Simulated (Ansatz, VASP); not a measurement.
## Two plane-wave programs on InAs

```
In As
1.0
     3.11948    0.00000    0.00000
    -1.55974    2.70155    0.00000
     0.00000    0.00000    5.52888
In As
1 1
Direct
  0.00000 0.00000 0.00000
  0.00000 0.00000 0.50000
```

Alike in both runs: functional PBE; k mesh 6 × 6 × 4; occupations gaussian, width 0.1 eV; no spin polarisation.

Ansatz relaxed the structure, and its values are those at the end. VASP's run is a single point on that final structure, the one shown.

|  | VASP | Ansatz |
| --- | --- | --- |
| version | VASP 6.6.1 | Ansatz 0.2.0 |
| potentials or method | VASP PAW PBE potentials, release 64 (In_d, As), cutoff 500 eV | scalar-relativistic, plane waves, PAW |
| valence electrons in the cell | 18 | 28 |

```tsv
	VASP	Ansatz	Ansatz less VASP
gap on the k mesh at the Fermi level (eV)	none	none	-
pressure (GPa)	0.0	0.0	-0.01
```

A gap of «none» marks a metal or a gap that the smearing closes. The functional is the same, so the differences come from potentials, cutoffs and numerics. VASP's potentials hold 18 valence electrons a cell and Ansatz's 28, so a difference there can come from the potentials and not from the codes.

The k mesh is coarse, so the values compare programs but aren't converged.
